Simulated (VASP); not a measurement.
Wanted: the native input for a VASP 6.6.1 run.

```yaml
Task: electric field gradients
Functional: LDA
Potentials_or_basis: VASP PAW LDA potentials, release 64 (W_sv, S)
Cutoff: 520 eV
k_mesh: 13 × 13 × 13
Occupations: fermi-dirac, width 0.08 eV
Spin: no spin polarisation
Dipole_correction: no
Further_INCAR_settings: ALGO = Normal; EDIFF = 1e-08; NBANDS = 20
```

The structure of WS2 lies in POSCAR:

```
WS2
1.0
    1.5737194071      0.9085873233      6.1427167022
   -1.5737194071      0.9085873233      6.1427167022
    0.0000000000     -1.8171746466      6.1427167022
W S
1 2
Direct
    0.0000000000      0.0000000000      0.0000000000
    0.7503000000      0.7503000000      0.7503000000
    0.5810000000      0.5810000000      0.5810000000
```

One way to write it, as run:

INCAR

```
SYSTEM = WS2
PREC = Accurate
ENCUT = 520
EDIFF = 1E-8
ISMEAR = -1
SIGMA = 0.08
LREAL = .FALSE.
LASPH = .TRUE.
NELM = 100
ALGO = Normal
ISIF = 2
LWAVE = .FALSE.
LCHARG = .FALSE.
GGA = CA
LEFG = .TRUE.
NBANDS = 20
```

KPOINTS

```
Automatic mesh
0
G
  13 13 13
  0 0 0
```

Potentials or basis: VASP PAW LDA potentials, release 64 (W_sv, S).

Command:

```bash
$ cat potpaw_LDA.64/W_sv/POTCAR potpaw_LDA.64/S/POTCAR > POTCAR
$ mpirun -np 1 vasp_std > vasp.out
```

It gave:

* Pressure: -1.6 GPa
* Largest force: 0.601 eV/Å
* Band gap on the k mesh: 0.99 eV (least direct gap 2.13 eV)
* Largest electric field gradient by atom: W -161.0; S -50.7, -42.9 V/Å²

Caveat: without QUAD_EFG the Cq values of the log hold for a quadrupole moment of 1 mb, not for the nuclei; spin-orbit coupling is left out, which moves the levels of the heavy elements.

Run time: 7.6 min on 1 thread of AMD EPYC 9R45 96-Core Processor (Zen 5) (shared host), peak memory 0.38 GiB.
